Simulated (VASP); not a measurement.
Set up this calculation in VASP 6.6.1, as the native input.

```
Task                   : single point
Functional             : PBEsol
Potentials or basis    : VASP PAW PBE potentials, release 64 (Hf_pv, N)
Cutoff                 : 520 eV
k mesh                 : 18 × 18 × 10
Occupations            : gaussian, width 0.15 eV
Spin                   : no spin polarisation
Dipole correction      : no
Further INCAR settings : ALGO = Normal; EDIFF = 1e-07; NBANDS = 23
```

The structure of HfN lies in POSCAR:

```
HfN
1.0
    3.1277073108     -0.0625541462      0.0000000000
   -1.6180271351      2.7399510598      0.0000000000
    0.0000000000      0.0000000000      5.3909359352
Hf N
2 2
Direct
    0.6666666667      0.3333333333      0.7500000000
    0.3333333333      0.6666666667      0.2500000000
    0.0000000000      0.0000000000      0.0000000000
    0.0000000000      0.0000000000      0.5000000000
```

This cell differs from its parent crystal: strain -0.0400 x Voigt [0, 0, 0, 0, 0, 1].

One way to write it, as run:

INCAR

```
SYSTEM = HfN
PREC     = Accurate       ! precision mode
ENCUT    = 520            ! plane-wave cutoff, eV
EDIFF    = 1E-7           ! SCF threshold, eV
ISMEAR   = 0              ! smearing method
SIGMA    = 0.15           ! smearing width, eV
LREAL    = .FALSE.        ! projectors in reciprocal space
LASPH    = .TRUE.         ! aspherical terms in the spheres
NELM     = 100            ! most SCF steps
ALGO     = Normal         ! electronic algorithm
ISIF     = 2              ! what is computed and relaxed
LWAVE    = .FALSE.        ! write WAVECAR
LCHARG   = .TRUE.         ! write CHGCAR
GGA      = PS             ! functional
LELF     = .TRUE.         ! ELF
LVHAR    = .TRUE.       
NBANDS   = 23             ! bands
```

KPOINTS

```
Automatic mesh
0
G
  18 18 10
  0 0 0
```

Potentials or basis: VASP PAW PBE potentials, release 64 (Hf_pv, N).

Run with:

```console
$ cat potpaw_PBE.64/Hf_pv/POTCAR potpaw_PBE.64/N/POTCAR > POTCAR
$ mpirun -np 1 vasp_std > vasp.out
```

It gave:

* Pressure: -1.8 GPa
* Largest force: 0.050 eV/Å
* Band gap on the k mesh: zero (bands 15 and 16 overlap by 2.39 eV)

Caveat: the cell differs from its parent crystal (strain -0.0400 x Voigt [0, 0, 0, 0, 0, 1]); the PAW data sets were made with another functional, which shifts forces and pressure a little; spin-orbit coupling is left out, which moves the levels of the heavy elements.

Wall time 7.3 min on 1 thread of AMD EPYC 9R45 96-Core Processor (Zen 5) (shared host), peak memory 0.85 GiB.
